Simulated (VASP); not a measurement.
# As (Pm-3m) in VASP: a series of runs, part 3 of 3

VASP 6.6.1.

## (4) Single point, HSE06

This run uses another cell than the first one, of 19.76 Å³/atom.

The input, POSCAR:

```
As
1.0
    2.7036817444      0.0000000000      0.0000000000
    0.0000000000      2.7036817444      0.0000000000
    0.0000000000      0.0000000000      2.7036817444
As
1
Direct
    0.5000000000      0.5000000000      0.5000000000
```

The input, INCAR.step1:

```
SYSTEM = As
PREC = Accurate
ENCUT = 520
EDIFF = 1E-5
ISMEAR = -1
SIGMA = 0.05
LREAL = .False.
LASPH = .True.
NELM = 80
ALGO = Normal
ISIF = 2
LWAVE = .True.
LCHARG = .False.
GGA = PE
NBANDS = 8
```

The input, INCAR.step2:

```
SYSTEM = As
PREC = Accurate
ENCUT = 520
EDIFF = 1E-6
ISMEAR = -1
SIGMA = 0.05
LREAL = .False.
LASPH = .True.
NELM = 80
ALGO = Normal
ISIF = 2
LWAVE = .False.
LCHARG = .False.
GGA = PE
LHFCALC = .True.
HFSCREEN = 0.2079
PRECFOCK = Normal
ISTART = 1
NBANDS = 8
```

The input, KPOINTS:

```
Automatic mesh
0
Gamma
  5 5 5
  0 0 0
```

Potentials or basis: VASP PAW PBE potentials, release 64 (As).

On the command line:

```
> cat potpaw_PBE.64/As/POTCAR > POTCAR
> cp INCAR.step1 INCAR
> mpirun -np 1 vasp_std > vasp.out
> cp INCAR.step2 INCAR
> mpirun -np 1 vasp_std > vasp.out
```

OUTCAR:

```text
SYSTEM = As
   PREC = Accurate
   ENCUT = 520
   EDIFF = 1E-6
   ISMEAR = -1
   LREAL = .False.
   LASPH = .True.
   NELM = 80
   ISIF = 2
   GGA = PE
   LHFCALC = .True.
   HFSCREEN = 0.2079
   PRECFOCK = Normal
   ISTART = 1

 ion  position               nearest neighbor table
   1  0.500  0.500  0.500-

  LATTYP: Found a simple cubic cell.
 ALAT       =     2.7036817444

  Lattice vectors:

 A1 = (   2.7036817444,   0.0000000000,   0.0000000000)
 A2 = (   0.0000000000,   2.7036817444,   0.0000000000)
 A3 = (   0.0000000000,   0.0000000000,   2.7036817444)

Analysis of symmetry for initial positions (statically):
=====================================================================
 Subroutine PRICEL returns:
 Original cell was already a primitive cell.

 Routine SETGRP: Setting up the symmetry group for a
 simple cubic supercell.

 Subroutine GETGRP returns: Found 48 space group operations
 (whereof 48 operations were pure point group operations)
 out of a pool of 48 trial point group operations.

The static configuration has the point symmetry O_h .

Analysis of symmetry for dynamics (positions and initial velocities):
=====================================================================
 Subroutine PRICEL returns:
 Original cell was already a primitive cell.

 Routine SETGRP: Setting up the symmetry group for a
 simple cubic supercell.

 Subroutine GETGRP returns: Found 48 space group operations
 (whereof 48 operations were pure point group operations)
 out of a pool of 48 trial point group operations.

The dynamic configuration has the point symmetry O_h .

 Subroutine INISYM returns: Found 48 space group operations
 (whereof 48 operations are pure point group operations),
 and found     1 'primitive' translations

----------------------------------------------------------------------------------------

                                     Primitive cell

  volume of cell :      19.7636

  direct lattice vectors                    reciprocal lattice vectors
     2.703681744  0.000000000  0.000000000     0.369866018  0.000000000  0.000000000
     0.000000000  2.703681744  0.000000000     0.000000000  0.369866018  0.000000000
     0.000000000  0.000000000  2.703681744     0.000000000  0.000000000  0.369866018

  length of vectors
     2.703681744  2.703681744  2.703681744     0.369866018  0.369866018  0.369866018

  position of ions in fractional coordinates (direct lattice)
     0.500000000  0.500000000  0.500000000

  ion indices of the primitive-cell ions
   primitive index   ion index
                 1           1

----------------------------------------------------------------------------------------

 KPOINTS: Automatic mesh

Automatic generation of k-mesh.
 Grid dimensions read from file:
 generate k-points for:    5    5    5

 Generating k-lattice:

  Cartesian coordinates                     Fractional coordinates (reciprocal lattice)
     0.073973204  0.000000000  0.000000000     0.200000000  0.000000000  0.000000000
     0.000000000  0.073973204  0.000000000     0.000000000  0.200000000  0.000000000
[... 24 lines left out ...]
  0.400000  0.400000  0.400000      8.000000
   k-points           NKPTS =     10   k-points in BZ     NKDIM =    125   number of bands    NBANDS=      8
   number of dos      NEDOS =    301   number of ions     NIONS =      1
   total plane-waves  NPLWV =   8000
   dimension x,y,z NGX =    20 NGY =   20 NGZ =   20
   dimension x,y,z NGXF=    40 NGYF=   40 NGZF=   40
   ions per type =               1
   NGX,Y,Z   is equivalent  to a cutoff of  12.30, 12.30, 12.30 a.u.
   NGXF,Y,Z  is equivalent  to a cutoff of  24.60, 24.60, 24.60 a.u.
 SYSTEM =  As
   PREC   = accura    normal or accurate (medium, high low for compatibility)
   ISTART =      1    job   : 0-new  1-cont  2-samecut
   ICHARG =      0    charge: 1-file 2-atom 10-const
   ISPIN  =      1    spin polarized calculation?
   LNONCOLLINEAR =      F non collinear calculations
   LSORBIT =      F    spin-orbit coupling
   LASPH  =      T    aspherical Exc in radial PAW
   ENCUT  =  520.0 eV  38.22 Ry    6.18 a.u.   5.03  5.03  5.03*2*pi/ulx,y,z
   NELM   =     80;   NELMIN=  2; NELMDL=  0     # of ELM steps
   EDIFF  = 0.1E-05   stopping-criterion for ELM
   LREAL  =      F    real-space projection
   EDIFFG = 0.1E-04   stopping-criterion for IOM
   NSW    =      0    number of steps for IOM
   IBRION =     -1    ionic relax: 0-MD 1-quasi-New 2-CG
   NFREE  =      0    steps in history (QN), initial steepest desc. (CG)
   ISIF   =      2    stress and relaxation
   ISYM   =      3    0-nonsym 1-usesym 2-fastsym
   POTIM  = 0.5000    time-step for ionic-motion
   TEBEG  =    0.0;   TEEND  =   0.0 temperature during run
   PSTRESS=    0.0 pullay stress
   NELECT =       5.0000    total number of electrons
   NUPDOWN=      -1.0000    fix difference up-down
   EMIN   =  10.00;   EMAX   =-10.00  energy-range for DOS
   EFERMI =   0.00;   METHOD = LEGACY
   ISMEAR =    -1;   SIGMA  =   0.05  broadening in eV -4-tet -1-fermi 0-gaus
   EFERMI_NEDOS =   21; number of points for ismear=-14 and -15
   IALGO  =     38    algorithm
   IMIX   =      1    mixing-type and parameters
     AMIX     =   0.40;   BMIX     =  1.00
     AMIX_MAG =   1.60;   BMIX_MAG =  1.00
  volume/ion in A,a.u.               =      19.76       133.37
  Fermi-wavevector in a.u.,A,eV,Ry     =   1.035403  1.956627 14.586243  1.072059
  Thomas-Fermi vector in A             =   2.169744
   LORBIT       =      0    0 simple, 1 ext, 2 COOP (PROOUT), +10 PAW based schemes
   GGA     = PE    functional components
   LHFCALC =     T    Hartree Fock is set to
   PRECFOCK=normal    Normal, Fast or Accurate (Low or Medium for compatibility)
   ENCUT4O =  -1.0   cutoff for four orbital integrals eV
   NKREDX  =     1    reduce k-point grid by
   NKREDY  =     1    reduce k-point grid by
   NKREDZ  =     1    reduce k-point grid by
   AEXX    =    0.2500 exact exchange contribution
   HFSCREEN=    0.2079 screening length (either q_TF or 0.3 A-1)
   HFSCREENC=   0.2079 screening length for correlation (either q_TF or 0.3 A-1)
   ENCUTFOCK=  -1.0 apply spherical cutoff to Coloumb kernel
   IVDW    =     0    specifies the selected vdW correction
   LEPSILON=     F    determine dielectric tensor
   LRPA    =     F    only Hartree local field effects (RPA)
 non-spin polarized calculation
  energy-cutoff  :      520.00
  volume of cell :       19.76
 maximum number of plane-waves:       540
  NGX = 16; NGY = 16; NGZ = 16

 number of electron       5.0000001 magnetization

 Free energy of the ion-electron system (eV)
  ---------------------------------------------------
  ext. energy  EPLUGINS =         0.00000000
  ---------------------------------------------------
  free energy    TOTEN  =        -5.29643059 eV

  energy without entropy =       -5.28268207  energy(sigma->0) =       -5.28955633

 E-fermi :   5.8936     XC(G=0):  -8.6651

 val. band max:        5.8533127871   @ k =   0.2000   0.2000   0.2000
 cond. band min:       7.1265566589   @ k =   0.2000   0.2000   0.2000
 fundamental gap:      1.2732438717
 Fermi energy:         5.8935880688

 k-point     1 :       0.0000    0.0000    0.0000
  band No.  band energies     occupation
      1     -10.9544      2.00000
      2      10.4710      0.00000
      3      10.4710      0.00000
      4      10.4710      0.00000
      5      14.7972      0.00000
      6      14.7972      0.00000
      7      17.1225      0.00000
      8      31.8758      0.00000
[... 89 lines left out ...]
 k-point    10 :       0.4000    0.4000    0.4000
  band No.  band energies     occupation
      1      -2.0931      2.00000
      2       3.7168      2.00000
      3       3.7168      2.00000
      4       4.8947      2.00000
      5      12.6003      0.00000
      6      13.4139      0.00000
      7      13.4139      0.00000
      8      19.2175      0.00000

------------------------ aborting loop because EDIFF is reached ----------------------------------------

  FORCE on cell =-STRESS in cart. coord.  units (eV):
  Direction    XX          YY          ZZ          XY          YZ          ZX
  --------------------------------------------------------------------------------------
  -------------------------------------------------------------------------------------
  Total       -0.1376469     -0.1376469     -0.1376469      0.0000000      0.0000000      0.0000000
  in kB      -11.1586131    -11.1586131    -11.1586131      0.0000000      0.0000000      0.0000000
  external PRESSURE =     -11.1586131 kB  Pullay stress =       0.0000000 kB

 VOLUME and BASIS-vectors are now :
 -----------------------------------------------------------------------------
  energy-cutoff  :      520.00
  volume of cell :       19.76
      direct lattice vectors                 reciprocal lattice vectors
     2.703681744  0.000000000  0.000000000     0.369866018  0.000000000  0.000000000
     0.000000000  2.703681744  0.000000000     0.000000000  0.369866018  0.000000000
     0.000000000  0.000000000  2.703681744     0.000000000  0.000000000  0.369866018

 POSITION                                       TOTAL-FORCE (eV/Angst)
 -----------------------------------------------------------------------------------
      1.35184      1.35184      1.35184         0.000000      0.000000      0.000000
 -----------------------------------------------------------------------------------
    total drift:                               -0.000009     -0.000001     -0.000015

  FREE ENERGIE OF THE ION-ELECTRON SYSTEM (eV)
  ---------------------------------------------------
  free  energy   TOTEN  =        -5.2964305913 eV

  energy  without entropy=       -5.2826820714  energy(sigma->0) =       -5.28955633
```

OUTCAR.step1:

```text
SYSTEM = As
   PREC = Accurate
   ENCUT = 520
   EDIFF = 1E-5
   ISMEAR = -1
   LREAL = .False.
[... 310 lines left out ...]
 -----------------------------------------------------------------------------------
      1.35184      1.35184      1.35184         0.000000      0.000000      0.000000
 -----------------------------------------------------------------------------------
    total drift:                                0.000000      0.000000      0.000000

  FREE ENERGIE OF THE ION-ELECTRON SYSTEM (eV)
  ---------------------------------------------------
  free  energy   TOTEN  =        -4.4322585019 eV

  energy  without entropy=       -4.4201907917  energy(sigma->0) =       -4.42622465
```

Wall time 44 s (1 thread of Intel Xeon Platinum 8259CL at 2.50GHz (Skylake/Cascade Lake), shared host); peak memory 0.22 GiB.

What came out:

| Property | Result |
| --- | --- |
| Free energy | -5.2964 eV |
| Pressure | -1.1 GPa |
| Band gap on the k mesh | zero (an odd number of electrons rules out a gap without spin polarisation) |

Levels at points of the mesh, in eV from the Fermi level:
```
           k point  band 1  band 2  band 3  band 4  band 5  band 6
(0.00, 0.00, 0.00)  -16.85    4.58    4.58    4.58    8.90    8.90
```

Caveat: the k points lie up to 0.46 Å⁻¹ apart, too coarse for converged energies and pressures of a metal; the PAW data sets were made with another functional, which shifts forces and pressure a little; an odd number of electrons without spin polarisation forces a metal; a magnetic or distorted state may lie lower.

## (5) The runs side by side

| level | potentials or basis | cell | k mesh | cutoff (eV) | grid for exact exchange (PRECFOCK) | share of exact exchange | screening parameter | gap on the mesh (eV) | pressure (GPa) |
| --- | --- | --- | --- | --- | --- | --- | --- | --- | --- |
| LDA | VASP PAW LDA potentials, release 64 (As_d) | a = 2.739 Å, 1 atom | 10 × 10 × 10 | 510 | - | - | - | none | -5.8 |
| HSE06 | VASP PAW PBE potentials, release 64 (As_d) | a = 2.757 Å, 1 atom | 6 × 6 × 6 | 400 | Normal | 0.25 | 0.2079 1/Å | none | -3.1 |
| HSE06 | VASP PAW PBE potentials, release 64 (As) | a = 2.704 Å, 1 atom | 5 × 5 × 5 | 520 | Normal | 0.25 | 0.2079 1/Å | none | -1.1 |

Alike in all rows: task single point; no spin polarisation; smearing fermi-dirac 0.05 eV.

Caveats: some runs use coarse meshes; an odd number of electrons without spin polarisation forces a metal; a magnetic or distorted state may lie lower; the PAW data sets were made with another functional, which shifts forces and pressure a little (at least some runs); the cell stands under tension (at least some runs).

Total energies depend on the potentials used, so only differences within one code and one set of settings carry meaning.

The gap in the log of VASP goes by the Fermi energy; the results here count the filled bands.